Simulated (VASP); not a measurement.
# Na (Fm-3m) in VASP: a series of runs

The runs below take Na through single point, with LDA.

Everything below comes from runs of VASP 6.6.1. Logs are shortened: lines on timing, memory, paths and dates and some standing lists are left out, and cuts for length are marked.

## 1. The cell of the first run

The structure is cubic, space group Fm-3m (No. 225). Conventional cell: a = 3.958 Å, b = 3.958 Å, c = 3.958 Å, α = 90.00°, β = 90.00°, γ = 90.00°. Na (site symmetry m-3m) has 12 Na at 2.80 Å within 3.7 Å.

This isn't the form of Na at room conditions, which is bcc.

## 2. Single point, LDA

The input, INCAR:

```
ALGO = Normal
EDIFF = 1E-6
ENCUT = 500
GGA = CA
GGA_COMPAT = F
ISIF = 2
ISMEAR = 1
LASPH = T
LCHARG = T
LELF = T
LREAL = F
LVHAR = T
LWAVE = F
NBANDS = 10
NELM = 120
PREC = Accurate
SIGMA = 0.05
```

The input, KPOINTS:

```
k-points
0
Gamma
  6 6 6
```

The input, POSCAR:

```
Na
1.0
    0.0000000000      1.9789218304      1.9789218304
    1.9789218304      0.0000000000      1.9789218304
    1.9789218304      1.9789218304      0.0000000000
Na
1
Direct
    0.0000000000      0.0000000000      0.0000000000
```

Potentials or basis: VASP PAW LDA potentials, release 64 (Na_pv).

On the command line:

```sh
> cat potpaw_LDA.64/Na_pv/POTCAR > POTCAR
> mpirun -np 1 vasp_std > vasp.out
```

OUTCAR:

```text
EDIFF = 1E-6
   ENCUT = 500
   GGA = CA
   ISIF = 2
   ISMEAR = 1
   LASPH = T
   LREAL = F
   NELM = 120
   PREC = Accurate

 ion  position               nearest neighbor table
   1  0.000  0.000  0.000-

  LATTYP: Found a face centered cubic cell.
 ALAT       =     3.9578436608

  Lattice vectors:

 A1 = (   0.0000000000,   1.9789218304,   1.9789218304)
 A2 = (   1.9789218304,   0.0000000000,   1.9789218304)
 A3 = (   1.9789218304,   1.9789218304,   0.0000000000)

Analysis of symmetry for initial positions (statically):
=====================================================================
 Subroutine PRICEL returns:
 Original cell was already a primitive cell.

 Routine SETGRP: Setting up the symmetry group for a
 face centered cubic supercell.

 Subroutine GETGRP returns: Found 48 space group operations
 (whereof 48 operations were pure point group operations)
 out of a pool of 48 trial point group operations.

The static configuration has the point symmetry O_h .

Analysis of symmetry for dynamics (positions and initial velocities):
=====================================================================
 Subroutine PRICEL returns:
 Original cell was already a primitive cell.

 Routine SETGRP: Setting up the symmetry group for a
 face centered cubic supercell.

 Subroutine GETGRP returns: Found 48 space group operations
 (whereof 48 operations were pure point group operations)
 out of a pool of 48 trial point group operations.

The dynamic configuration has the point symmetry O_h .

 Subroutine INISYM returns: Found 48 space group operations
 (whereof 48 operations are pure point group operations),
 and found     1 'primitive' translations

----------------------------------------------------------------------------------------

                                     Primitive cell

  volume of cell :      15.4994

  direct lattice vectors                    reciprocal lattice vectors
     0.000000000  1.978921830  1.978921830    -0.252662835  0.252662835  0.252662835
     1.978921830  0.000000000  1.978921830     0.252662835 -0.252662835  0.252662835
     1.978921830  1.978921830  0.000000000     0.252662835  0.252662835 -0.252662835

  length of vectors
     2.798618091  2.798618091  2.798618091     0.437624867  0.437624867  0.437624867

  position of ions in fractional coordinates (direct lattice)
     0.000000000  0.000000000  0.000000000

  ion indices of the primitive-cell ions
   primitive index   ion index
                 1           1

[... 69 lines left out ...]
   ISYM   =      2    0-nonsym 1-usesym 2-fastsym
   POTIM  = 0.5000    time-step for ionic-motion
   TEBEG  =    0.0;   TEEND  =   0.0 temperature during run
   PSTRESS=    0.0 pullay stress
   NELECT =       7.0000    total number of electrons
   NUPDOWN=      -1.0000    fix difference up-down
   EMIN   =  10.00;   EMAX   =-10.00  energy-range for DOS
   EFERMI =   0.00;   METHOD = LEGACY
   ISMEAR =     1;   SIGMA  =   0.05  broadening in eV -4-tet -1-fermi 0-gaus
   EFERMI_NEDOS =   21; number of points for ismear=-14 and -15
   IALGO  =     38    algorithm
   IMIX   =      4    mixing-type and parameters
     AMIX     =   0.40;   BMIX     =  1.00
     AMIX_MAG =   1.60;   BMIX_MAG =  1.00
  volume/ion in A,a.u.               =      15.50       104.60
  Fermi-wavevector in a.u.,A,eV,Ry     =   1.256036  2.373565 21.464923  1.577627
  Thomas-Fermi vector in A             =   2.389764
   LORBIT       =      0    0 simple, 1 ext, 2 COOP (PROOUT), +10 PAW based schemes
   GGA     = CA    functional components
   LHFCALC =     F    Hartree Fock is set to
   AEXX    =    0.0000 exact exchange contribution
   IVDW    =     0    specifies the selected vdW correction
   LEPSILON=     F    determine dielectric tensor
   LRPA    =     F    only Hartree local field effects (RPA)
 non-spin polarized calculation
 Methfessel and Paxton  Order N= 1 SIGMA  =   0.05
  energy-cutoff  :      500.00
  volume of cell :       15.50
 maximum number of plane-waves:       411
   NGX = 11   NGY = 11   NGZ = 11

 number of electron       7.0000009 magnetization

 Free energy of the ion-electron system (eV)
  ---------------------------------------------------
  ext. energy  EPLUGINS =         0.00000000
  ---------------------------------------------------
  free energy    TOTEN  =        -0.54073126 eV

  energy without entropy =       -0.53974307  energy(sigma->0) =       -0.54040187

 E-fermi :   3.9136     XC(G=0):  -9.7730

 val. band max:        3.8949980282   @ k =   0.5000   0.3333   0.1667
 cond. band min:       4.8002057894   @ k =   0.5000   0.1667   0.0000
 fundamental gap:      0.9052077611
 Fermi energy:         3.9135758374

 k-point     1 :       0.0000    0.0000    0.0000
  band No.  band energies     occupation
      1     -20.7523      2.00000
      2     -20.7523      2.00000
      3     -20.7523      2.00000
      4      -1.3732      2.00000
      5      21.4190      0.00000
      6      21.4190      0.00000
      7      21.4190      0.00000
      8      23.8147      0.00000
      9      26.8912      0.00000
     10      26.8912      0.00000
[... 183 lines left out ...]
 k-point    16 :      -0.3333    0.5000    0.1667
  band No.  band energies     occupation
      1     -21.1804      2.00000
      2     -21.0153      2.00000
      3     -20.9417      2.00000
      4       8.0598      0.00000
      5       8.2388      0.00000
      6      10.4207      0.00000
      7      14.9296      0.00000
      8      21.8368      0.00000
      9      27.1475      0.00000
     10      30.0938      0.00000

------------------------ aborting loop because EDIFF is reached ----------------------------------------

  FORCE on cell =-STRESS in cart. coord.  units (eV):
  Direction    XX          YY          ZZ          XY          YZ          ZX
  --------------------------------------------------------------------------------------
  -------------------------------------------------------------------------------------
  Total        2.8914867      2.8914867      2.8914867      0.0000000      0.0000000      0.0000000
  in kB      298.8930844    298.8930844    298.8930844      0.0000000      0.0000000      0.0000000
  external PRESSURE =     298.8930844 kB  Pullay stress =       0.0000000 kB

 VOLUME and BASIS-vectors are now :
 -----------------------------------------------------------------------------
  energy-cutoff  :      500.00
  volume of cell :       15.50
      direct lattice vectors                 reciprocal lattice vectors
     0.000000000  1.978921830  1.978921830    -0.252662835  0.252662835  0.252662835
     1.978921830  0.000000000  1.978921830     0.252662835 -0.252662835  0.252662835
     1.978921830  1.978921830  0.000000000     0.252662835  0.252662835 -0.252662835

 POSITION                                       TOTAL-FORCE (eV/Angst)
 -----------------------------------------------------------------------------------
      0.00000      0.00000      0.00000         0.000000     -0.000000      0.000000
 -----------------------------------------------------------------------------------
    total drift:                                0.000000      0.000000      0.000000

  FREE ENERGIE OF THE ION-ELECTRON SYSTEM (eV)
  ---------------------------------------------------
  free  energy   TOTEN  =        -0.5407312625 eV

  energy  without entropy=       -0.5397430730  energy(sigma->0) =       -0.54040187
```

OSZICAR:

```text
N       E                     dE             d eps       ncg     rms          rms(c)
DAV:   1     0.364947302016E+02    0.36495E+02   -0.37929E+03   320   0.711E+02
DAV:   2     0.250090057958E-01   -0.36470E+02   -0.36202E+02   328   0.189E+02
DAV:   3    -0.557853461525E+00   -0.58286E+00   -0.58260E+00   394   0.244E+01
DAV:   4    -0.559708957116E+00   -0.18555E-02   -0.18554E-02   370   0.137E+00
DAV:   5    -0.559716438672E+00   -0.74816E-05   -0.74813E-05   368   0.810E-02    0.561E-01
DAV:   6    -0.548187361347E+00    0.11529E-01   -0.15480E-03   376   0.546E-01    0.343E-01
DAV:   7    -0.540759186588E+00    0.74282E-02   -0.23104E-03   398   0.570E-01    0.256E-02
DAV:   8    -0.540730869791E+00    0.28317E-04   -0.11954E-04   370   0.190E-01    0.379E-03
DAV:   9    -0.540731262520E+00   -0.39273E-06   -0.67394E-07   264   0.100E-02
   1 F= -.54073126E+00 E0= -.54040187E+00  d E =-.988190E-03
```

stdout:

```text
POSCAR found type information on POSCAR Na
 POSCAR found :  1 types and       1 ions
 scaLAPACK will be used
 LDA part: xc-table for (Slater(with rela. corr.)+CA(PZ))
 , standard interpolation
 POSCAR, INCAR and KPOINTS ok, starting setup
 FFT: planning ... GRIDC
 FFT: planning ... GRID_SOFT
 FFT: planning ... GRID
 WAVECAR not read
 entering main loop
```

Run time: 1.9 s. Hardware: 1 thread of Intel Xeon Platinum 8259CL at 2.50GHz (Skylake/Cascade Lake), shared host; peak memory 0.11 GiB.

Results:

| Property | Result |
| --- | --- |
| Free energy | -0.5407 eV |
| Pressure | 29.9 GPa |
| Band gap on the k mesh | zero (an odd number of electrons rules out a gap without spin polarisation) |

Levels at points of the mesh, in eV from the Fermi level:
```tsv
k point	band 1	band 2	band 3	band 4	band 5	band 6	band 7	band 8
(0.00, 0.00, 0.00)	-24.67	-24.67	-24.67	-5.29	17.51	17.51	17.51	19.90
(0.50, 0.00, 0.00)	-25.23	-24.73	-24.73	1.21	2.26	15.85	15.85	18.28
(0.50, 0.50, 0.00)	-25.18	-24.85	-24.85	3.52	3.62	9.08	13.25	13.25
```

Caveat: the k points lie up to 0.46 Å⁻¹ apart, too coarse for converged energies and pressures of a metal.

## 3. Single point, LDA

This run uses another cell than the first one, of 13.63 Å³/atom.

The input, INCAR:

```
SYSTEM = Na
PREC = Accurate ; ENCUT = 500
EDIFF = 1E-6 ; ISMEAR = 1
SIGMA = 0.05 ; LREAL = .False.
LASPH = .True. ; NELM = 120
ALGO = Normal ; ISIF = 2
LWAVE = .False. ; LCHARG = .False.
GGA = CA ; NBANDS = 10
GGA_COMPAT = .False.
```

The input, KPOINTS:

```
regular mesh
0
Gamma
  6 6 6
  0 0 0
```

The input, POSCAR:

```
Na
1.0
    0.0000000000      1.8961142390      1.8961142390
    1.8961142390      0.0000000000      1.8961142390
    1.8961142390      1.8961142390      0.0000000000
Na
1
Direct
    0.0000000000      0.0000000000      0.0000000000
```

Potentials or basis: VASP PAW LDA potentials, release 64 (Na_pv).

On the command line:

```sh
> cat potpaw_LDA.64/Na_pv/POTCAR > POTCAR
> mpirun -np 1 vasp_std > vasp.out
```

Run time: 1.8 s. Hardware: 1 thread of Intel Xeon Platinum 8259CL at 2.50GHz (Skylake/Cascade Lake), shared host; peak memory 0.11 GiB.

The run converged. Its results:

| Item | Value |
| --- | --- |
| Free energy | -0.1086 eV |
| Pressure | 44.9 GPa |
| Band gap on the k mesh | zero (an odd number of electrons rules out a gap without spin polarisation) |

Levels at points of the mesh, in eV from the Fermi level:
| k point | band 1 | band 2 | band 3 | band 4 | band 5 | band 6 | band 7 | band 8 |
| --- | --- | --- | --- | --- | --- | --- | --- | --- |
| (0.00, 0.00, 0.00) | -24.90 | -24.90 | -24.90 | -5.72 | 18.52 | 18.52 | 18.52 | 21.16 |
| (0.50, 0.00, 0.00) | -25.68 | -24.98 | -24.98 | 1.31 | 2.40 | 16.72 | 16.72 | 19.43 |
| (0.50, 0.50, 0.00) | -25.61 | -25.14 | -25.14 | 3.51 | 3.97 | 9.35 | 14.39 | 14.39 |

Caveat: the k points lie up to 0.48 Å⁻¹ apart, too coarse for converged energies and pressures of a metal.
